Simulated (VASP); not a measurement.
# Al2H3 (P-3m1) in VASP: further runs

Runs on Al2H3. Level: PBE. Tasks: single point, relaxation of cell and atoms.

Everything below comes from runs of VASP 6.6.1. Logs are shortened: lines on timing, memory, paths and dates and some standing lists are left out, and cuts for length are marked.

## 1. The cell of the first run

Symmetry: P-3m1, No. 164, trigonal system. The conventional cell has a = 3.218 Å, b = 3.218 Å, c = 4.938 Å, α = 90.00°, β = 90.00°, γ = 120.00°. Al (site symmetry 3m) has 7 H at 1.97 to 2.18 Å within 2.6 Å. H (site symmetry -3m) has 6 Al at 2.18 Å and 6 H at 2.59 Å within 2.9 Å. H (site symmetry 3m) has 4 Al at 1.97 to 2.00 Å and 6 H at 2.29 to 2.59 Å within 2.6 Å.

The cell was generated, and may not be a known phase.

## 2. Single point, PBE

Contents of INCAR:

```
ALGO = Fast
EDIFF = 1E-6
ENCUT = 520
GGA = PE
ISIF = 2
ISMEAR = 0
LASPH = True
LCHARG = True
LELF = True
LREAL = False
LVHAR = True
LWAVE = False
NBANDS = 12
NELM = 60
PREC = Accurate
SIGMA = 0.1
```

Contents of KPOINTS:

```
k-points
0
Gamma
  12 12 8
```

Contents of POSCAR:

```
Al2H3
1.0
    3.2177585503      0.0000000000      0.0000000000
   -1.6088792752      2.7866606478      0.0000000000
    0.0000000000      0.0000000000      4.9377289044
Al H
2 3
Direct
    0.3333333333      0.6666666667      0.2295924606
    0.6666666667      0.3333333333      0.7704075394
    0.0000000000      0.0000000000      0.0000000000
    0.3333333333      0.6666666667      0.6351294609
    0.6666666667      0.3333333333      0.3648705391
```

Potentials or basis: VASP PAW PBE potentials, release 64 (Al, H).

On the command line:

```console
> cat potpaw_PBE.64/Al/POTCAR potpaw_PBE.64/H/POTCAR > POTCAR
> mpirun -np 1 vasp_std > vasp.out
```

OUTCAR:

```text
EDIFF = 1E-6
   ENCUT = 520
   GGA = PE
   ISIF = 2
   ISMEAR = 0
   LASPH = True
   LREAL = False
   NELM = 60
   PREC = Accurate

 ion  position               nearest neighbor table
   1  0.333  0.667  0.230-   5 1.97   5 1.97   5 1.97   4 2.00   2 2.93   2 2.93   2 2.93   2 3.25
                             2 3.25   2 3.25
   2  0.667  0.333  0.770-   4 1.97   4 1.97   4 1.97   5 2.00   1 2.93   1 2.93   1 2.93   1 3.25
                             1 3.25   1 3.25
   3  0.000  0.000  0.000-
   4  0.333  0.667  0.635-   2 1.97   2 1.97   2 1.97   1 2.00
   5  0.667  0.333  0.365-   1 1.97   1 1.97   1 1.97   2 2.00

  LATTYP: Found a hexagonal cell.
 ALAT       =     3.2177585503
 C/A-ratio  =     1.5345243676

  Lattice vectors:

 A1 = (   3.2177585503,   0.0000000000,   0.0000000000)
 A2 = (  -1.6088792752,   2.7866606478,   0.0000000000)
 A3 = (   0.0000000000,   0.0000000000,   4.9377289044)

Analysis of symmetry for initial positions (statically):
=====================================================================
 Subroutine PRICEL returns:
 Original cell was already a primitive cell.

 Routine SETGRP: Setting up the symmetry group for a
 hexagonal supercell.

 Subroutine GETGRP returns: Found 12 space group operations
 (whereof 12 operations were pure point group operations)
 out of a pool of 24 trial point group operations.

The static configuration has the point symmetry D_3d.

Analysis of symmetry for dynamics (positions and initial velocities):
=====================================================================
 Subroutine PRICEL returns:
 Original cell was already a primitive cell.

 Routine SETGRP: Setting up the symmetry group for a
 hexagonal supercell.

 Subroutine GETGRP returns: Found 12 space group operations
 (whereof 12 operations were pure point group operations)
 out of a pool of 24 trial point group operations.

The dynamic configuration has the point symmetry D_3d.

 Subroutine INISYM returns: Found 12 space group operations
 (whereof 12 operations are pure point group operations),
 and found     1 'primitive' translations

----------------------------------------------------------------------------------------

                                     Primitive cell

  volume of cell :      44.2756

  direct lattice vectors                    reciprocal lattice vectors
     3.217758550  0.000000000  0.000000000     0.310775338  0.179426225  0.000000000
    -1.608879275  2.786660648  0.000000000     0.000000000  0.358852450  0.000000000
     0.000000000  0.000000000  4.937728904     0.000000000  0.000000000  0.202522257

  length of vectors
     3.217758550  3.217758550  4.937728904     0.358852450  0.358852450  0.202522257

  position of ions in fractional coordinates (direct lattice)
     0.333333333  0.666666667  0.229592461
     0.666666667  0.333333333  0.770407539
     0.000000000  0.000000000  0.000000000
     0.333333333  0.666666667  0.635129461
     0.666666667  0.333333333  0.364870539

  ion indices of the primitive-cell ions
   primitive index   ion index
                 1           1
                 2           2
                 3           3
                 4           4
                 5           5

----------------------------------------------------------------------------------------

 KPOINTS: k-points

Automatic generation of k-mesh.
 Grid dimensions read from file:
 generate k-points for:   12   12    8

 Generating k-lattice:

  Cartesian coordinates                     Fractional coordinates (reciprocal lattice)
     0.025897945  0.014952185  0.000000000     0.083333333 -0.000000000  0.000000000
     0.000000000  0.029904371  0.000000000     0.000000000  0.083333333  0.000000000
     0.000000000  0.000000000  0.025315282     0.000000000  0.000000000  0.125000000

  Length of vectors
     0.029904371  0.029904371  0.025315282

  Shift w.r.t. Gamma in fractional coordinates (k-lattice)
     0.000000000  0.000000000  0.000000000

 Subroutine IBZKPT returns following result:
 ===========================================

 Found    131 irreducible k-points:

 Following reciprocal coordinates:
            Coordinates               Weight
  0.000000  0.000000  0.000000      1.000000
  0.083333  0.000000  0.000000      6.000000
  0.166667  0.000000  0.000000      6.000000
  0.250000  0.000000  0.000000      6.000000
  0.333333  0.000000  0.000000      6.000000
  0.416667  0.000000  0.000000      6.000000
[... 16 lines left out ...]
  0.166667  0.000000  0.125000      6.000000
  0.000000  0.166667  0.125000      6.000000
 [... further k-points ...]
   k-points           NKPTS =    131   k-points in BZ     NKDIM =    131   number of bands    NBANDS=     12
   number of dos      NEDOS =    301   number of ions     NIONS =      5
   total plane-waves  NPLWV =  23040
   dimension x,y,z NGX =    24 NGY =   24 NGZ =   40
   dimension x,y,z NGXF=    48 NGYF=   48 NGZF=   80
   ions per type =               2   3
[... 36 lines left out ...]
   LORBIT       =      0    0 simple, 1 ext, 2 COOP (PROOUT), +10 PAW based schemes
   GGA     = PE    functional components
   LHFCALC =     F    Hartree Fock is set to
   AEXX    =    0.0000 exact exchange contribution
   IVDW    =     0    specifies the selected vdW correction
   LEPSILON=     F    determine dielectric tensor
   LRPA    =     F    only Hartree local field effects (RPA)
 non-spin polarized calculation
 RMM-DIIS sequential band-by-band and
 Gauss-broadening in eV      SIGMA  =   0.10
  energy-cutoff  :      520.00
  volume of cell :       44.28
 maximum number of plane-waves:      1212
   NGX = 11   NGY = 11   NGZ = 19

 number of electron       9.0000000 magnetization

 Free energy of the ion-electron system (eV)
  ---------------------------------------------------
  ext. energy  EPLUGINS =         0.00000000
  ---------------------------------------------------
  free energy    TOTEN  =       -15.59238625 eV

  energy without entropy =      -15.58589993  energy(sigma->0) =      -15.58914309

 E-fermi :   6.7762     XC(G=0): -10.0588

 val. band max:        6.7731544405   @ k =   0.2500   0.0833   0.0000
 cond. band min:       6.8082785450   @ k =  -0.2500  -0.4167   0.1250
 fundamental gap:      0.0351241046
 Fermi energy:         6.7762442976

 k-point     1 :       0.0000    0.0000    0.0000
  band No.  band energies     occupation
      1      -5.8883      2.00000
      2      -0.5639      2.00000
      3       0.0258      2.00000
      4      10.1022      0.00000
      5      11.4461      0.00000
      6      12.6420      0.00000
      7      12.6420      0.00000
      8      13.7191      0.00000
      9      13.7191      0.00000
     10      16.1464      0.00000
     11      17.2750      0.00000
     12      17.4219      0.00000

 k-point     2 :       0.0833    0.0000    0.0000
  band No.  band energies     occupation
      1      -5.7625      2.00000
      2      -0.4638      2.00000
      3       0.1268      2.00000
      4       9.1763      0.00000
      5      10.3956      0.00000
      6      11.7757      0.00000
      7      12.7668      0.00000
      8      14.7888      0.00000
      9      14.9434      0.00000
     10      15.0357      0.00000
     11      16.5366      0.00000
     12      16.7973      0.00000

 k-point     3 :       0.1667    0.0000    0.0000
  band No.  band energies     occupation
      1      -5.3868      2.00000
      2      -0.1758      2.00000
      3       0.4126      2.00000
      4       7.2482      0.00000
      5       9.1148      0.00000
      6      10.7502      0.00000
      7      12.8611      0.00000
      8      13.0264      0.00000
      9      14.2129      0.00000
     10      15.6798      0.00000
     11      15.7810      0.00000
     12      16.3642      0.00000
[... 286 lines left out ...]
 k-point    23 :       0.1667    0.0000    0.1250
  band No.  band energies     occupation
      1      -5.2970      2.00000
      2      -1.1275      2.00000
      3       1.4243      2.00000
      4       7.3992      0.00000
      5       9.3370      0.00000
      6      10.8340      0.00000
      7      11.7984      0.00000
      8      12.4748      0.00000
      9      14.8773      0.00000
     10      14.9087      0.00000
     11      16.2777      0.00000
     12      16.4739      0.00000

 k-point    24 :       0.0000    0.1667    0.1250
  band No.  band energies     occupation
      1      -5.2961      2.00000
      2      -1.1489      2.00000
      3       1.4855      2.00000
      4       7.3001      0.00000
      5       8.9170      0.00000
      6      10.8318      0.00000
      7      12.6940      0.00000
      8      13.7316      0.00000
      9      14.1084      0.00000
     10      14.8332      0.00000
     11      15.0860      0.00000
     12      16.2151      0.00000

 [... further k-points ...]

------------------------ aborting loop because EDIFF is reached ----------------------------------------

  FORCE on cell =-STRESS in cart. coord.  units (eV):
  Direction    XX          YY          ZZ          XY          YZ          ZX
  --------------------------------------------------------------------------------------
  -------------------------------------------------------------------------------------
  Total       -0.0269329     -0.0269329     -0.0272820      0.0000000      0.0000000     -0.0000000
  in kB       -0.9746071     -0.9746071     -0.9872372      0.0000000      0.0000000     -0.0000000
  external PRESSURE =      -0.9788172 kB  Pullay stress =       0.0000000 kB

 VOLUME and BASIS-vectors are now :
 -----------------------------------------------------------------------------
  energy-cutoff  :      520.00
  volume of cell :       44.28
      direct lattice vectors                 reciprocal lattice vectors
     3.217758550  0.000000000  0.000000000     0.310775338  0.179426225  0.000000000
    -1.608879275  2.786660648  0.000000000     0.000000000  0.358852450  0.000000000
     0.000000000  0.000000000  4.937728904     0.000000000  0.000000000  0.202522257

 POSITION                                       TOTAL-FORCE (eV/Angst)
 -----------------------------------------------------------------------------------
     -0.00000      1.85777      1.13367        -0.000000      0.000000      0.002080
      1.60888      0.92889      3.80406         0.000000      0.000000     -0.002080
      0.00000      0.00000      0.00000         0.000000      0.000000     -0.000000
     -0.00000      1.85777      3.13610         0.000000      0.000000     -0.003621
      1.60888      0.92889      1.80163         0.000000     -0.000000      0.003621
 -----------------------------------------------------------------------------------
    total drift:                               -0.000000      0.000000     -0.000000

  FREE ENERGIE OF THE ION-ELECTRON SYSTEM (eV)
  ---------------------------------------------------
  free  energy   TOTEN  =       -15.5923862513 eV

  energy  without entropy=      -15.5858999287  energy(sigma->0) =      -15.58914309
```

Run time: 85 s. Hardware: 1 thread of Oxide Virtual Turin-like, shared host; peak memory 0.16 GiB.

Results:

```yaml
Free_energy: -15.5924 eV
Pressure: -0.1 GPa
Largest_force: 0.004 eV/Å
Band_gap_on_the_k_mesh: zero (an odd number of electrons rules out a gap without spin polarisation)
```

Forces in eV/Å, atoms in the order of the input:
```
Al   0.000  0.000  0.002
Al   0.000  0.000 -0.002
H    0.000  0.000  0.000
H    0.000  0.000 -0.004
H    0.000  0.000  0.004
```

Caveat: an odd number of electrons without spin polarisation forces a metal; a magnetic or distorted state may lie lower.

## 3. Single point, PBE

This run uses another cell than the first one: it holds 10 atoms, not 5.

Contents of INCAR:

```
PREC     = Accurate       # precision mode
ENCUT    = 520            # plane-wave cutoff, eV
EDIFF    = 1E-7           # SCF threshold, eV
ISMEAR   = 0              # smearing method
SIGMA    = 0.2            # smearing width, eV
LREAL    = F              # projectors in reciprocal space
LASPH    = T              # aspherical terms in the spheres
NELM     = 60             # most SCF steps
ALGO     = Normal         # electronic algorithm
ISIF     = 2              # what is computed and relaxed
LWAVE    = F              # write WAVECAR
LCHARG   = F              # write CHGCAR
GGA      = PE             # functional
NBANDS   = 20             # bands
```

Contents of KPOINTS:

```
regular mesh
0
Gamma
  6 4 4
```

Contents of POSCAR:

```
Al2H3
1.0
   -3.2177585503      0.0000000000      0.0000000000
    0.0000000000      0.0000000000     -4.9377289044
    0.0000000000     -5.5733212956      0.0000000000
Al H
4 6
Direct
    0.0000000000      0.7704075394      0.6666666667
    0.5000000000      0.7704075394      0.1666666667
    0.5000000000      0.2295924606      0.8333333333
    0.0000000000      0.2295924606      0.3333333333
    0.5000000000      1.0000000000      0.5000000000
    1.0000000000      1.0000000000      0.0000000000
    0.0000000000      0.3648705391      0.6666666667
    0.5000000000      0.3648705391      0.1666666667
    0.5000000000      0.6351294609      0.8333333333
    0.0000000000      0.6351294609      0.3333333333
```

Potentials or basis: VASP PAW PBE potentials, release 64 (Al, H).

On the command line:

```console
> cat potpaw_PBE.64/Al/POTCAR potpaw_PBE.64/H/POTCAR > POTCAR
> mpirun -np 1 vasp_std > vasp.out
```

Run time: 73 s. Hardware: 1 thread of Oxide Virtual Turin-like, shared host; peak memory 0.17 GiB.

The run converged. Its results:

```
Free energy            : -31.1562 eV
Pressure               : 0.2 GPa
Largest force          : 0.095 eV/Å
Band gap on the k mesh : zero (bands 9 and 10 overlap by 4.24 eV)
```

Forces in eV/Å, atoms in the order of the input:
```
Al   0.000  0.005 -0.095
Al   0.000  0.005 -0.095
Al   0.000 -0.005  0.095
Al   0.000 -0.005  0.095
H    0.000  0.000  0.000
H    0.000  0.000  0.000
H    0.000  0.015 -0.032
H    0.000  0.015 -0.032
H    0.000 -0.015  0.032
H    0.000 -0.015  0.032
```

Stress tensor (GPa, compression positive):
```
 0.28  0.00  0.00
 0.00  2.28 -0.15
 0.00 -0.15 -1.85
```

Levels at points of the mesh, in eV from the Fermi level:
```tsv
k point	band 7	band 8	band 9	band 10	band 11	band 12
(0.00, 0.00, 0.00)	-2.26	-0.91	-0.57	2.09	3.12	3.30
(0.50, 0.00, 0.00)	-1.99	-1.99	-1.82	-1.82	1.25	1.25
(0.00, 0.50, 0.00)	-2.33	1.56	1.99	2.01	3.17	3.78
(0.50, 0.50, 0.00)	-2.71	-2.71	-2.08	-2.08	-0.84	-0.84
(0.00, 0.00, 0.50)	-1.40	-1.40	1.22	1.22	3.15	3.15
(0.50, 0.00, 0.50)	-2.26	-2.26	-0.91	-0.91	-0.57	-0.57
(0.00, 0.50, 0.50)	-0.38	-0.38	1.70	1.70	2.88	2.88
(0.50, 0.50, 0.50)	-4.61	-4.61	1.56	1.56	1.98	1.98
```

## 4. Relaxation of cell and atoms, PBE

This run uses another cell than the first one, of 8.97 Å³/atom.

Contents of INCAR:

```
PREC = Accurate ; ENCUT = 600
EDIFF = 1E-6 ; ISMEAR = 0
SIGMA = 0.1 ; LREAL = False
LASPH = True ; NELM = 100
ALGO = Fast ; ISIF = 3
LWAVE = False ; LCHARG = False
GGA = PE ; IBRION = 2
NSW = 100 ; EDIFFG = -0.01
```

Contents of KPOINTS:

```
Automatic mesh
0
Gamma
  12 12 8
```

Contents of POSCAR:

```
Al2H3
1.0
    3.3956165393      0.0000000000      0.0000000000
   -1.6978082697      2.9406901846      0.0000000000
    0.0000000000      0.0000000000      4.4933898182
Al H
2 3
Direct
    0.3333333333      0.6666666667      0.2331292255
    0.6666666667      0.3333333333      0.7668707745
    0.0000000000      0.0000000000      0.0000000000
    0.3333333333      0.6666666667      0.6480391179
    0.6666666667      0.3333333333      0.3519608821
```

On the command line:

```console
> cat potpaw_PBE.64/Al/POTCAR potpaw_PBE.64/H/POTCAR > POTCAR
> mpirun -np 1 vasp_std > vasp.out
```

Run time: 8.6 min. Hardware: 1 thread of Oxide Virtual Turin-like, shared host; peak memory 0.18 GiB.

The run converged. Its results:

```
Free energy                           : -15.5930 eV
Relaxed volume                        : 8.84 Å³/atom
Relaxed cell                          : a = 3.216 Å, b = 3.216 Å, c = 4.934 Å, α = 90.00°, β = 90.00°, γ = 120.00°
Space group after relaxing (to 0.1 Å) : P-3m1 (No. 164)
Energy gained by relaxing             : 6.3 meV/atom
Ionic steps                           : 12
Pressure after relaxing               : 0.1 GPa
Largest force after relaxing          : 0.006 eV/Å
Band gap on the k mesh                : zero (an odd number of electrons rules out a gap without spin polarisation)
```

Forces on the atoms (eV/Å):
```
Al   0.000  0.000  0.006
Al   0.000  0.000 -0.006
H    0.000  0.000  0.000
H    0.000  0.000  0.003
H    0.000  0.000 -0.003
```

Step by step:
```csv
step,energy change (eV),largest force (eV/Å),pressure (GPa),volume (Å³)
1,0.0000,0.0454,0.05,44.87
2,-0.0046,0.0539,-0.03,44.89
3,-0.0142,0.0706,-0.30,44.92
4,-0.0229,0.0816,-0.62,44.95
5,-0.0261,0.0480,-0.61,44.79
6,-0.0268,0.0720,-0.77,44.92
7,-0.0287,0.0555,-0.75,44.87
8,-0.0290,0.0356,0.88,43.68
9,-0.0306,0.0442,0.08,44.25
10,-0.0314,0.0130,-0.01,44.27
11,-0.0315,0.0110,-0.05,44.28
12,-0.0315,0.0062,0.06,44.21
```

Final structure:
```
Al H
1.0
     3.21648    0.00000    0.00000
    -1.60824    2.78555    0.00000
     0.00000    0.00000    4.93446
Al H
2 3
Direct
  0.33333 0.66667 0.22947
  0.66667 0.33333 0.77053
  0.00000 0.00000 0.00000
  0.33333 0.66667 0.63465
  0.66667 0.33333 0.36535
```

Levels at points of the mesh, in eV from the Fermi level:
| k point | band 1 | band 2 | band 3 | band 4 | band 5 | band 6 | band 7 | band 8 |
| --- | --- | --- | --- | --- | --- | --- | --- | --- |
| (0.00, 0.00, 0.00) | -12.68 | -7.35 | -6.74 | 3.32 | 4.68 | 5.87 | 5.87 | 6.94 |
| (0.50, 0.00, 0.00) | -8.62 | -8.14 | -4.65 | -2.27 | -0.89 | -0.56 | 2.09 | 3.12 |
| (0.00, 0.00, 0.50) | -11.24 | -11.22 | -2.32 | 2.01 | 5.17 | 5.45 | 7.12 | 7.12 |
| (0.50, 0.00, 0.50) | -8.14 | -7.06 | -6.88 | -4.61 | 1.57 | 1.99 | 3.17 | 3.81 |

Caveat: an odd number of electrons without spin polarisation forces a metal; a magnetic or distorted state may lie lower.

## 5. Summary

```tsv
task	cell	k mesh	cutoff (eV)	smearing	gap on the mesh (eV)	pressure (GPa)	largest force (eV/Å)
single point	a = 3.218, b = 3.218, c = 4.938 Å, angles 90.0, 90.0, 120.0°, 5 atoms, atomic positions A	12 × 12 × 8	520	gaussian 0.1 eV	none	-0.1	-
single point	a = 3.218, b = 4.938, c = 5.573 Å, 10 atoms, atomic positions B	6 × 4 × 4	520	gaussian 0.2 eV	none	0.2	0.09
relaxation of cell and atoms	relaxed from a = 3.396, b = 3.396, c = 4.493 Å, angles 90.0, 90.0, 120.0°, 5 atoms, atomic positions C	12 × 12 × 8	600	gaussian 0.1 eV	none	0.1	0.01
```

Alike in all rows: level PBE; potentials or basis VASP PAW PBE potentials, release 64 (Al, H); no spin polarisation.

Caveats: an odd number of electrons without spin polarisation forces a metal (at least some runs); a magnetic or distorted state may lie lower (at least some runs).

Absolute energies hang on the potentials; compare differences alone.

The gap in the log of VASP goes by the Fermi energy; the results here count the filled bands.